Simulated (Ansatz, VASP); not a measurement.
# SnO2: VASP beside Ansatz

```
Sn O
1.0
     0.00000    2.53347    2.53347
     2.53347    0.00000    2.53347
     2.53347    2.53347    0.00000
Sn O
1 2
Cartesian
  0.0000 0.0000 0.0000
  1.2667 1.2667 1.2667
  3.8002 3.8002 3.8002
```

Alike in both runs: task single point; functional PBE; k mesh 6 × 6 × 6; no spin polarisation.

|  | VASP | Ansatz |
| --- | --- | --- |
| version | VASP 6.6.1 | Ansatz 0.2.0 |
| potentials or method | VASP PAW PBE potentials, release 64 (Sn_d, O) | plane waves, PAW |
| plane-wave cutoff (eV) | 600 | 420 |
| occupations | gaussian, width 0.01 eV | fixed |
| valence electrons in the cell | 26 | 26 |

|  | VASP | Ansatz | Ansatz less VASP |
| --- | --- | --- | --- |
| gap on the k mesh at the Fermi level (eV) | 0.30 | 0.31 | +0.007 |
| pressure (GPa) | 9.8 | 9.2 | -0.51 |
